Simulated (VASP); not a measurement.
A run of VASP 6.6.1 is set up as follows.

The input INCAR:

```
SYSTEM = Na2Nb2O
  ALGO = Normal
  EDIFF = 1E-6
  ENCUT = 520
  GGA = PE
  ISIF = 2
  ISMEAR = 0
  LASPH = .True.
  LCHARG = .False.
  LREAL = .False.
  LWAVE = .False.
  NBANDS = 31
  NELM = 100
  PREC = Accurate
  SIGMA = 0.1
```

KPOINTS

```
k-points
0
Gamma
  6 6 6
  0 0 0
```

File POSCAR:

```
Na2Nb2O
1.0
   -1.7630048158      1.7630048158      9.0601125522
    1.7630048158     -1.7630048158      9.0601125522
    1.7630048158      1.7630048158     -9.0601125522
Na Nb O
2 2 1
Direct
    0.4310982509      0.4310982509      0.0000000000
    0.5689017491      0.5689017491      0.0000000000
    0.7500000000      0.2500000000      0.5000000000
    0.2500000000      0.7500000000      0.5000000000
    0.0000000000      0.0000000000      0.0000000000
```

Potentials or basis: VASP PAW PBE potentials, release 64 (Na_pv, Nb_sv, O).

Launch:

```bash
$ cat potpaw_PBE.64/Na_pv/POTCAR potpaw_PBE.64/Nb_sv/POTCAR potpaw_PBE.64/O/POTCAR > POTCAR
$ mpirun -np 1 vasp_std > vasp.out
```

Predict the pressure.

0.1 GPa.

Estimate the band gap on the k mesh.

zero (band 23 reaches 3.98 eV, above the bottom of band 24 at 2.51 eV).

Forces in eV/Å, atoms in the order of the input:
```
Na   0.000  0.000  0.009
Na   0.000  0.000 -0.009
Nb   0.000  0.000  0.000
Nb   0.000  0.000  0.000
O    0.000  0.000  0.000
```

Caveat: the k points lie up to 0.42 Å⁻¹ apart.
